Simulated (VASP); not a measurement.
# Co (P6_3/mmc) in VASP: further runs

The runs below take Co through single point, with PBE.

Everything below comes from runs of VASP 6.6.1. Logs are shortened: lines on timing, memory, paths and dates and some standing lists are left out, and cuts for length are marked.

### Step 1. The cell of the first run

It takes space group P6_3/mmc (No. 194, hexagonal). Conventional cell: a = 2.465 Å, b = 2.465 Å, c = 4.001 Å, α = 90.00°, β = 90.00°, γ = 120.00°. Co (site symmetry -6m2) has 12 Co at 2.46 Å within 3.2 Å.

### Step 2. Single point, PBE, collinear spin, ferromagnetic start

Input file INCAR:

```
SYSTEM = Co
PREC = Accurate
ENCUT = 520
EDIFF = 1E-7
ISMEAR = -1
SIGMA = 0.1
LREAL = .FALSE.
LASPH = .TRUE.
NELM = 150
ALGO = Normal
ISIF = 2
LWAVE = .FALSE.
LCHARG = .FALSE.
ISPIN = 2
MAGMOM = 1.8 1.8
LORBIT = 11
LMAXMIX = 4
GGA = PE
NBANDS = 20
```

Input file KPOINTS:

```
Automatic mesh
0
G
  15 15 8
  0 0 0
```

Input file POSCAR:

```
Co
1.0
    2.4648934833      0.0000000000      0.0000000000
   -1.2324467416      2.1346602783      0.0000000000
    0.0000000000      0.0000000000      4.0009053153
Co
2
Direct
    0.3333333333      0.6666666667      0.2500000000
    0.6666666667      0.3333333333      0.7500000000
```

Potentials or basis: VASP PAW PBE potentials, release 64 (Co).

Launch:

```sh
$ cat potpaw_PBE.64/Co/POTCAR > POTCAR
$ mpirun -np 1 vasp_std > vasp.out
```

OUTCAR:

```text
SYSTEM = Co
   PREC = Accurate
   ENCUT = 520
   EDIFF = 1E-7
   ISMEAR = -1
   LREAL = .FALSE.
   LASPH = .TRUE.
   NELM = 150
   ISIF = 2
   ISPIN = 2
   LORBIT = 11
   GGA = PE

 ion  position               nearest neighbor table
   1  0.333  0.667  0.250-   2 2.46   2 2.46   2 2.46   2 2.46   2 2.46   2 2.46
   2  0.667  0.333  0.750-   1 2.46   1 2.46   1 2.46   1 2.46   1 2.46   1 2.46

  LATTYP: Found a hexagonal cell.
 ALAT       =     2.4648934833
 C/A-ratio  =     1.6231554598

  Lattice vectors:

 A1 = (   2.4648934833,   0.0000000000,   0.0000000000)
 A2 = (  -1.2324467416,   2.1346602783,   0.0000000000)
 A3 = (   0.0000000000,   0.0000000000,   4.0009053153)

Analysis of symmetry for initial positions (statically):
=====================================================================
 Subroutine PRICEL returns:
 Original cell was already a primitive cell.

 Routine SETGRP: Setting up the symmetry group for a
 hexagonal supercell.

 Subroutine GETGRP returns: Found 24 space group operations
 (whereof 12 operations were pure point group operations)
 out of a pool of 24 trial point group operations.

The static configuration has the point symmetry D_3d.
 The point group associated with its full space group is D_6h.

Analysis of symmetry for dynamics (positions and initial velocities):
=====================================================================
 Subroutine PRICEL returns:
 Original cell was already a primitive cell.

 Routine SETGRP: Setting up the symmetry group for a
 hexagonal supercell.

 Subroutine GETGRP returns: Found 24 space group operations
 (whereof 12 operations were pure point group operations)
 out of a pool of 24 trial point group operations.

The dynamic configuration has the point symmetry D_3d.
 The point group associated with its full space group is D_6h.

Analysis of structural, dynamic, and magnetic symmetry:
=====================================================================
 Subroutine PRICEL returns:
 Original cell was already a primitive cell.

 Routine SETGRP: Setting up the symmetry group for a
 hexagonal supercell.

 Subroutine GETGRP returns: Found 24 space group operations
 (whereof 12 operations were pure point group operations)
 out of a pool of 24 trial point group operations.

The overall configuration has the point symmetry D_3d.
 The point group associated with its full space group is D_6h.

 Subroutine INISYM returns: Found 24 space group operations
 (whereof 12 operations are pure point group operations),
 and found     1 'primitive' translations

----------------------------------------------------------------------------------------

                                     Primitive cell

  volume of cell :      21.0516

  direct lattice vectors                    reciprocal lattice vectors
     2.464893483  0.000000000  0.000000000     0.405697044  0.234229308  0.000000000
    -1.232446742  2.134660278  0.000000000     0.000000000  0.468458616  0.000000000
     0.000000000  0.000000000  4.000905315     0.000000000  0.000000000  0.249943431

  length of vectors
     2.464893483  2.464893400  4.000905315     0.468458600  0.468458616  0.249943431

  position of ions in fractional coordinates (direct lattice)
     0.333333333  0.666666667  0.250000000
     0.666666667  0.333333333  0.750000000

  ion indices of the primitive-cell ions
   primitive index   ion index
                 1           1
                 2           2

----------------------------------------------------------------------------------------

 KPOINTS: Automatic mesh

Automatic generation of k-mesh.
 Grid dimensions read from file:
 generate k-points for:   15   15    8

 Generating k-lattice:

  Cartesian coordinates                     Fractional coordinates (reciprocal lattice)
     0.027046470  0.015615287  0.000000000     0.066666667  0.000000000  0.000000000
     0.000000000  0.031230574  0.000000000     0.000000000  0.066666667  0.000000000
     0.000000000  0.000000000  0.031242929     0.000000000  0.000000000  0.125000000

  Length of vectors
     0.031230573  0.031230574  0.031242929

  Shift w.r.t. Gamma in fractional coordinates (k-lattice)
     0.000000000  0.000000000  0.000000000

 Subroutine IBZKPT returns following result:
 ===========================================

 Found    135 irreducible k-points:

 Following reciprocal coordinates:
            Coordinates               Weight
  0.000000  0.000000  0.000000      1.000000
  0.066667  0.000000  0.000000      6.000000
  0.133333  0.000000  0.000000      6.000000
  0.200000  0.000000  0.000000      6.000000
  0.266667  0.000000  0.000000      6.000000
  0.333333  0.000000  0.000000      6.000000
[... 16 lines left out ...]
  0.333333  0.200000  0.000000     12.000000
  0.400000  0.200000  0.000000      6.000000
 [... further k-points ...]
   k-points           NKPTS =    135   k-points in BZ     NKDIM =    135   number of bands    NBANDS=     20
   number of dos      NEDOS =    301   number of ions     NIONS =      2
   total plane-waves  NPLWV =   9720
   dimension x,y,z NGX =    18 NGY =   18 NGZ =   30
   dimension x,y,z NGXF=    36 NGYF=   36 NGZF=   60
   ions per type =               2
   NGX,Y,Z   is equivalent  to a cutoff of  12.14, 12.14, 12.47 a.u.
   NGXF,Y,Z  is equivalent  to a cutoff of  24.28, 24.28, 24.93 a.u.
 SYSTEM =  Co
   PREC   = accura    normal or accurate (medium, high low for compatibility)
   ISTART =      0    job   : 0-new  1-cont  2-samecut
   ICHARG =      2    charge: 1-file 2-atom 10-const
   ISPIN  =      2    spin polarized calculation?
   LNONCOLLINEAR =      F non collinear calculations
   LSORBIT =      F    spin-orbit coupling
   LASPH  =      T    aspherical Exc in radial PAW
   ENCUT  =  520.0 eV  38.22 Ry    6.18 a.u.   4.58  4.58  7.44*2*pi/ulx,y,z
   NELM   =    150;   NELMIN=  2; NELMDL= -5     # of ELM steps
   EDIFF  = 0.1E-06   stopping-criterion for ELM
   LREAL  =      F    real-space projection
   EDIFFG = 0.1E-05   stopping-criterion for IOM
   NSW    =      0    number of steps for IOM
   IBRION =     -1    ionic relax: 0-MD 1-quasi-New 2-CG
   NFREE  =      0    steps in history (QN), initial steepest desc. (CG)
   ISIF   =      2    stress and relaxation
   ISYM   =      2    0-nonsym 1-usesym 2-fastsym
   POTIM  = 0.5000    time-step for ionic-motion
   TEBEG  =    0.0;   TEEND  =   0.0 temperature during run
   PSTRESS=    0.0 pullay stress
   NELECT =      18.0000    total number of electrons
   NUPDOWN=      -1.0000    fix difference up-down
   EMIN   =  10.00;   EMAX   =-10.00  energy-range for DOS
   EFERMI =   0.00;   METHOD = LEGACY
   ISMEAR =    -1;   SIGMA  =   0.10  broadening in eV -4-tet -1-fermi 0-gaus
   EFERMI_NEDOS =   21; number of points for ismear=-14 and -15
   IALGO  =     38    algorithm
   IMIX   =      4    mixing-type and parameters
     AMIX     =   0.40;   BMIX     =  1.00
     AMIX_MAG =   1.60;   BMIX_MAG =  1.00
  volume/ion in A,a.u.               =      10.53        71.03
  Fermi-wavevector in a.u.,A,eV,Ry     =   1.553832  2.936316 32.849804  2.414392
  Thomas-Fermi vector in A             =   2.658005
   LORBIT       =     11    0 simple, 1 ext, 2 COOP (PROOUT), +10 PAW based schemes
   GGA     = PE    functional components
   LHFCALC =     F    Hartree Fock is set to
   AEXX    =    0.0000 exact exchange contribution
   IVDW    =     0    specifies the selected vdW correction
   LEPSILON=     F    determine dielectric tensor
   LRPA    =     F    only Hartree local field effects (RPA)
 spin polarized calculation
  energy-cutoff  :      520.00
  volume of cell :       21.05
 maximum number of plane-waves:       578
   NGX =  9   NGY =  9   NGZ = 15

 number of electron      17.9999980 magnetization       3.1845620

 Free energy of the ion-electron system (eV)
  ---------------------------------------------------
  ext. energy  EPLUGINS =         0.00000000
  ---------------------------------------------------
  free energy    TOTEN  =       -14.08893698 eV

  energy without entropy =      -14.02863959  energy(sigma->0) =      -14.05878828

 E-fermi :  10.6861     XC(G=0): -13.5832

 val. band max:       10.6806351204   @ k =   0.2000   0.1333   0.3750
 cond. band min:      10.6931464188   @ k =   0.2000   0.0667   0.0000
 fundamental gap:      0.0125112984
 Fermi energy:        10.6861094506

 spin component 1

 k-point     1 :       0.0000    0.0000    0.0000
  band No.  band energies     occupation
      1       1.6018      1.00000
      2       5.4172      1.00000
      3       8.0225      1.00000
      4       8.0649      1.00000
      5       8.0649      1.00000
      6       8.3886      1.00000
[... 12 lines left out ...]
     19      37.1857      0.00000
     20      37.1857      0.00000

 k-point     2 :       0.0667    0.0000    0.0000
  band No.  band energies     occupation
      1       1.7620      1.00000
      2       5.5153      1.00000
      3       7.8642      1.00000
      4       8.1414      1.00000
      5       8.2012      1.00000
      6       8.3518      1.00000
[... 12 lines left out ...]
     19      39.0047      0.00000
     20      39.1703      0.00000

 k-point     3 :       0.1333    0.0000    0.0000
  band No.  band energies     occupation
      1       2.2317      1.00000
      2       5.7785      1.00000
      3       7.6446      1.00000
      4       8.1782      1.00000
      5       8.2160      1.00000
      6       8.3623      1.00000
[... 12 lines left out ...]
     19      37.6810      0.00000
     20      40.4488      0.00000

 k-point     4 :       0.2000    0.0000    0.0000
  band No.  band energies     occupation
      1       2.9727      1.00000
      2       6.0938      1.00000
      3       7.4356      1.00000
      4       7.5139      1.00000
      5       8.0956      1.00000
      6       8.4192      1.00000
[... 429 lines left out ...]
 k-point    23 :       0.3333    0.2000    0.0000
  band No.  band energies     occupation
      1       6.2587      1.00000
      2       6.2818      1.00000
      3       6.3836      1.00000
      4       7.2346      1.00000
      5       7.7230      1.00000
      6       8.0736      1.00000
[... 12 lines left out ...]
     19      30.6974      0.00000
     20      40.1969      0.00000

 k-point    24 :       0.4000    0.2000    0.0000
  band No.  band energies     occupation
      1       6.2177      1.00000
      2       6.3281      1.00000
      3       6.3570      1.00000
      4       7.3905      1.00000
      5       7.7505      1.00000
      6       7.9830      1.00000
[... 12 lines left out ...]
     19      30.5252      0.00000
     20      40.1197      0.00000

 [... further k-points ...]

 spin component 2

 k-point     1 :       0.0000    0.0000    0.0000
  band No.  band energies     occupation
      1       1.6079      1.00000
      2       6.3465      1.00000
      3       9.6275      0.99997
      4       9.6808      0.99996
      5       9.6808      0.99996
      6      10.0579      0.99813
[... 12 lines left out ...]
     19      37.4852      0.00000
     20      37.4852      0.00000

 k-point     2 :       0.0667    0.0000    0.0000
  band No.  band energies     occupation
      1       1.7687      1.00000
      2       6.4573      1.00000
      3       9.4422      1.00000
      4       9.7645      0.99990
      5       9.8320      0.99980
      6       9.9941      0.99901
[... 12 lines left out ...]
     19      39.0551      0.00000
     20      39.3113      0.00000

 k-point     3 :       0.1333    0.0000    0.0000
  band No.  band energies     occupation
      1       2.2416      1.00000
      2       6.7603      1.00000
      3       9.1704      1.00000
      4       9.2528      1.00000
      5       9.8383      0.99979
      6      10.0073      0.99887
[... 12 lines left out ...]
     19      37.6608      0.00000
     20      40.7268      0.00000

 k-point     4 :       0.2000    0.0000    0.0000
  band No.  band energies     occupation
      1       2.9959      1.00000
      2       7.1509      1.00000
      3       8.6031      1.00000
      4       8.8779      1.00000
      5       9.6720      0.99996
      6      10.1181      0.99660
[... 429 lines left out ...]
 k-point    23 :       0.3333    0.2000    0.0000
  band No.  band energies     occupation
      1       7.0263      1.00000
      2       7.5032      1.00000
      3       7.5812      1.00000
      4       8.1773      1.00000
      5       9.2484      1.00000
      6       9.5725      0.99999
[... 12 lines left out ...]
     19      31.0520      0.00000
     20      40.4941      0.00000

 k-point    24 :       0.4000    0.2000    0.0000
  band No.  band energies     occupation
      1       7.2785      1.00000
      2       7.4733      1.00000
      3       7.5028      1.00000
      4       8.2482      1.00000
      5       9.2910      1.00000
      6       9.4495      1.00000
[... 12 lines left out ...]
     19      30.8779      0.00000
     20      40.4224      0.00000

 [... further k-points ...]

------------------------ aborting loop because EDIFF is reached ----------------------------------------

  FORCE on cell =-STRESS in cart. coord.  units (eV):
  Direction    XX          YY          ZZ          XY          YZ          ZX
  --------------------------------------------------------------------------------------
  -------------------------------------------------------------------------------------
  Total        0.9333271      0.9333270      0.7663050      0.0000000      0.0000000      0.0000000
  in kB       71.0328511     71.0328448     58.3212788      0.0000000      0.0000000      0.0000000
  external PRESSURE =      66.7956582 kB  Pullay stress =       0.0000000 kB

 VOLUME and BASIS-vectors are now :
 -----------------------------------------------------------------------------
  energy-cutoff  :      520.00
  volume of cell :       21.05
      direct lattice vectors                 reciprocal lattice vectors
     2.464893483  0.000000000  0.000000000     0.405697044  0.234229308  0.000000000
    -1.232446742  2.134660278  0.000000000     0.000000000  0.468458616  0.000000000
     0.000000000  0.000000000  4.000905315     0.000000000  0.000000000  0.249943431

 POSITION                                       TOTAL-FORCE (eV/Angst)
 -----------------------------------------------------------------------------------
     -0.00000      1.42311      1.00023         0.000000      0.000000      0.000000
      1.23245      0.71155      3.00068        -0.000000     -0.000000      0.000000
 -----------------------------------------------------------------------------------
    total drift:                                0.000000     -0.000000     -0.000000

  FREE ENERGIE OF THE ION-ELECTRON SYSTEM (eV)
  ---------------------------------------------------
  free  energy   TOTEN  =       -14.0889369830 eV

  energy  without entropy=      -14.0286395858  energy(sigma->0) =      -14.05878828

 total charge

# of ion       s       p       d       tot
------------------------------------------
    1        0.502   0.548   7.284   8.334
    2        0.502   0.548   7.284   8.334
--------------------------------------------------
tot          1.004   1.097  14.567  16.668

 magnetization (x)

# of ion       s       p       d       tot
------------------------------------------
    1       -0.015  -0.053   1.673   1.605
    2       -0.015  -0.053   1.673   1.605
--------------------------------------------------
tot         -0.029  -0.106   3.347   3.211
```

It took 86 s on 1 thread of AMD EPYC 7R13 (Zen 3), shared host; peak memory 0.16 GiB.

What came out:

* Free energy: -14.0889 eV
* Pressure: 6.7 GPa
* Net moment: 3.18 μB per cell
* Site moments: Co +1.60 μB
* Valence electrons inside the program's atomic spheres: Co 8.33

Levels at points of the mesh, in eV from the Fermi level:
Spin up:
```csv
k point,band 8,band 9,band 10,band 11,band 12,band 13,band 14,band 15
"(0.00, 0.00, 0.00)",-1.92,-1.92,-0.79,-0.79,-0.13,6.58,22.29,25.19
"(0.00, 0.00, 0.50)",-2.69,-1.11,-1.11,-1.11,-1.11,15.28,15.28,23.03
```
Spin down:
```tsv
k point	band 3	band 4	band 5	band 6	band 7	band 8	band 9	band 10	band 11	band 12
(0.00, 0.00, 0.00)	-1.06	-1.01	-1.01	-0.63	-0.63	-0.18	-0.17	-0.17	1.08	1.08
(0.00, 0.00, 0.50)	-1.62	-1.62	-1.07	-1.07	-1.07	-1.07	0.73	0.73	0.73	0.73
```

Caveat: the cell stands under pressure.

### Step 3. Single point, PBE, collinear spin, ferromagnetic start

This run uses another cell than the first one, of 10.86 Å³/atom.

Input file INCAR:

```
  PREC = Accurate
  ENCUT = 520
  EDIFF = 1E-6
  ISMEAR = -1
  SIGMA = 0.1
  LREAL = F
  LASPH = T
  NELM = 150
  ALGO = Normal
  ISIF = 2
  LWAVE = F
  LCHARG = F
  ISPIN = 2
  MAGMOM = 1.8 1.8
  LORBIT = 11
  LMAXMIX = 4
  GGA = PE
  NBANDS = 20
```

Input file KPOINTS:

```
regular mesh
0
Gamma
  15 15 8
```

Input file POSCAR:

```
Co
1.0
    2.4905713050      0.0000000000      0.0000000000
   -1.2452856525      2.1568979233      0.0000000000
    0.0000000000      0.0000000000      4.0425844119
Co
2
Direct
    0.3333333333      0.6666666667      0.2500000000
    0.6666666667      0.3333333333      0.7500000000
```

Potentials or basis: VASP PAW PBE potentials, release 64 (Co).

Launch:

```sh
$ cat potpaw_PBE.64/Co/POTCAR > POTCAR
$ mpirun -np 1 vasp_std > vasp.out
```

Wall time 86 s (1 thread of AMD EPYC 7R13 (Zen 3), shared host); peak memory 0.17 GiB.

Results (log left out):

* Free energy: -14.1017 eV
* Pressure: -0.4 GPa
* Net moment: 3.23 μB per cell
* Site moments: Co +1.63 μB
* Valence electrons inside the program's atomic spheres: Co 8.27

Stress tensor (GPa, compression positive):
```
-0.07  0.00  0.00
 0.00 -0.07  0.00
 0.00  0.00 -0.97
```

Levels at points of the mesh, in eV from the Fermi level:
Spin up:
| k point | band 8 | band 9 | band 10 | band 11 | band 12 | band 13 | band 14 | band 15 |
| --- | --- | --- | --- | --- | --- | --- | --- | --- |
| (0.00, 0.00, 0.00) | -1.92 | -1.92 | -0.84 | -0.84 | -0.11 | 6.29 | 22.02 | 24.60 |
| (0.00, 0.00, 0.50) | -2.65 | -1.15 | -1.15 | -1.15 | -1.15 | 14.92 | 14.92 | 22.74 |
Spin down:
```
           k point  band 3  band 4  band 5  band 6  band 7  band 8  band 9  band 10  band 11  band 12
(0.00, 0.00, 0.00)   -1.00   -0.95   -0.95   -0.59   -0.59   -0.18   -0.15    -0.15     1.05     1.05
(0.00, 0.00, 0.50)   -1.54   -1.54   -1.01   -1.01   -1.01   -1.01    0.72     0.72     0.72     0.72
```

(Part 1 of 2 ends here.)
